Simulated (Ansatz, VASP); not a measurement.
TeW: VASP beside Ansatz

INCAR

```
PREC = Accurate ; ENCUT = 520
EDIFF = 1E-6 ; ISMEAR = 0
SIGMA = 0.1 ; LREAL = False
LASPH = True ; NELM = 150
ALGO = Normal ; ISIF = 2
LWAVE = False ; LCHARG = False
ISPIN = 2 ; MAGMOM = 1 0
LORBIT = 11 ; LMAXMIX = 4
GGA = PS ; NBANDS = 21
```

KPOINTS

```
regular mesh
0
Gamma
  14 14 14
```

POSCAR

```
TeW
1.0
    0.0000000000      2.7828287133      2.7828287133
    2.7828287133      0.0000000000      2.7828287133
    2.7828287133      2.7828287133      0.0000000000
W Te
1 1
Direct
    0.0000000000      0.0000000000      0.0000000000
    0.5000000000      0.5000000000      0.5000000000
```

Input for Ansatz:

```yaml
crystal:
  lattice:
    - [0.0, 2.7828287133, 2.7828287133]
    - [2.7828287133, 0.0, 2.7828287133]
    - [2.7828287133, 2.7828287133, 0.0]
  atoms:
    - { symbol: W, position: [0.0, 0.0, 0.0], spin: 1.0 }
    - { symbol: Te, position: [0.5, 0.5, 0.5] }
basis:
  ecutwfc: 420
kpoints:
  mp_grid: { grid: [14, 14, 14] }
hamiltonian:
  xc: pbesol
scf:
  occupations: { method: gaussian, width: 0.1 }
  lower_state_search: "off"
output:
  forces: true
  stress: true
  eigenvalues: true
  populations: true
magnetization:
  spin_polarized: true
```

Alike in both runs: task single point; functional PBEsol; k mesh 14 × 14 × 14; occupations gaussian, width 0.1 eV; collinear spin.

```csv
,VASP,Ansatz
version,VASP 6.6.1,Ansatz 0.2.0
potentials or method,"VASP PAW PBE potentials, release 64 (W_sv, Te), cutoff 520 eV","scalar-relativistic, plane waves, PAW"
valence electrons in the cell,20,30
```

```csv
,VASP,Ansatz,Ansatz less VASP
gap on the k mesh at the Fermi level (eV),none,none,-
pressure (GPa),0.2,0.0,-0.16
net moment per atom (μB),0.94,0.95,+0.001
size of the moment on the site where the two differ most (μB),1.50,1.38,-0.120
```

VASP's potentials were made for PBE, not for PBEsol. Site moments also hang on the region over which each program counts them. A gap of «none» marks a metal or a gap that the smearing closes. VASP's potentials hold 20 valence electrons a cell and Ansatz's 30, so a difference there can come from the potentials and not from the codes.

Spin-orbit coupling is off throughout.
